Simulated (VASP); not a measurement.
Runs of VASP 6.6.1 on Tl. The structure is that of space group P6_3/mmc (No. 194), or close to it. The cells are those of the table. 

| cell | k mesh | gap on the mesh (eV) | pressure (GPa) |
| --- | --- | --- | --- |
| a = 3.459, b = 3.459, c = 5.518 Å, angles 90.0, 90.0, 120.0°, 2 atoms | 17 × 17 × 10 | none | -0.1 |
| a = 3.365, b = 3.365, c = 5.366 Å, angles 90.0, 90.0, 120.0°, 2 atoms | 17 × 17 × 10 | none | 3.7 |
| a = 3.505, b = 3.505, c = 5.590 Å, angles 90.0, 90.0, 120.0°, 2 atoms | 17 × 17 × 10 | none | -1.3 |
| a = 3.549, b = 3.549, c = 5.661 Å, angles 90.0, 90.0, 120.0°, 2 atoms | 17 × 17 × 10 | none | (a) |
| a = 3.413, b = 3.413, c = 5.443 Å, angles 90.0, 90.0, 120.0°, 2 atoms | 17 × 17 × 10 | none | (b) |
| a = 3.315, b = 3.315, c = 5.288 Å, angles 90.0, 90.0, 120.0°, 2 atoms | 17 × 17 × 10 | none | 6.5 |
| a = 3.459, b = 3.459, c = 5.518 Å, angles 90.0, 90.0, 120.0°, 2 atoms | 11 × 11 × 6 | none | -0.1 |

Alike in all rows: task single point; level PBEsol; potentials or basis VASP PAW PBE potentials, release 64 (Tl_d); no spin polarisation; cutoff (eV) 520; smearing fermi-dirac 0.1 eV.

Question: Fill in the values left out.

Answer: (a) -2.3; (b) 1.6.

Caveats: the PAW data sets were made with another functional, which shifts forces and pressure a little; spin-orbit coupling is left out, which moves the levels of the heavy elements; the cell stands under pressure (at least some runs).

A k mesh can miss the band edges, and the runs leave out spin-orbit coupling on Tl.

A gap of «none» marks levels without a gap at the run's occupations.
